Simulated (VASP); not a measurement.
A run of VASP 6.6.1:

File INCAR:

```
ALGO = Normal ; EDIFF = 1E-6
ENCUT = 520 ; GGA = CA
ISIF = 2 ; ISMEAR = -1
LASPH = T ; LCHARG = F
LREAL = F ; LWAVE = F
NBANDS = 13 ; NELM = 100
PREC = Accurate ; SIGMA = 0.1
```

The input KPOINTS:

```
k-points
0
Gamma
  10 10 10
```

File POSCAR:

```
Se
1.0
    0.0000000000      2.9995474609      2.9995474609
    2.9995474609      0.0000000000      2.9995474609
    2.9995474609      2.9995474609      0.0000000000
Se
2
Direct
    0.1250000000      0.1250000000      0.1250000000
    0.8750000000      0.8750000000      0.8750000000
```

Potentials or basis: VASP PAW LDA potentials, release 64 (Se).

The run is started by

```console
$ cat potpaw_LDA.64/Se/POTCAR > POTCAR
$ mpirun -np 1 vasp_std > vasp.out
```

Hardware: 1 thread of Intel Xeon 8259CL (shared host).

Problem. Estimate the wall time of this run.

Solution. It took 29 s on 1 thread of Intel Xeon 8259CL, with other jobs on the host, peak memory 0.16 GiB. Counts: scf iterations 9, k points 47.
